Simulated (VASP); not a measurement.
Input of a VASP 6.6.1 run:

File INCAR:

```
ALGO = Normal
EDIFF = 1E-6
ENCUT = 520
GGA = PE
ISIF = 2
ISMEAR = 0
LASPH = T
LCHARG = F
LDAU = T
LDAUJ = 0 0 0
LDAUL = -1 2 -1
LDAUPRINT = 1
LDAUTYPE = 2
LDAUU = 0 4 0
LMAXMIX = 4
LREAL = F
LWAVE = F
NBANDS = 28
NELM = 150
PREC = Accurate
SIGMA = 0.02
```

File KPOINTS:

```
k-points
0
Gamma
  6 6 6
```

The input POSCAR:

```
BaTiO3
1.0
    2.9394425131      1.6970879262      2.4436878635
   -2.9394425131      1.6970879262      2.4436878635
    0.0000000000     -3.3941758524      2.4436878634
Ba Ti O
1 1 3
Direct
    0.0125374038      0.0125374038      0.0125374038
    0.5251864647      0.5251864647      0.5251864647
    0.4859776008      0.4859776008      0.9690209298
    0.4859776008      0.9690209298      0.4859776008
    0.9690209298      0.4859776008      0.4859776008
```

Potentials or basis: VASP PAW PBE potentials, release 64 (Ba_sv, Ti_sv, O).

Run with:

```sh
$ cat potpaw_PBE.64/Ba_sv/POTCAR potpaw_PBE.64/Ti_sv/POTCAR potpaw_PBE.64/O/POTCAR > POTCAR
$ mpirun -np 1 vasp_std > vasp.out
```

Task: Estimate the band gap on the k mesh.

Result: 3.15 eV, indirect (least direct gap 3.73 eV).

Task: What does it give for the largest force?

Result: 0.839 eV/Å.

Task: Estimate the pressure.

Result: -3.8 GPa.

Eigenvalues of the final occupation matrices:
```csv
site,spin,trace,eigenvalues
site 2 d,1,0.84,0.11 0.12 0.12 0.24 0.24
site 2 d,2,0.84,0.11 0.12 0.12 0.24 0.24
```

Caveat: spin-orbit coupling is left out, which moves the levels of the heavy elements. A k mesh can miss the band edges.
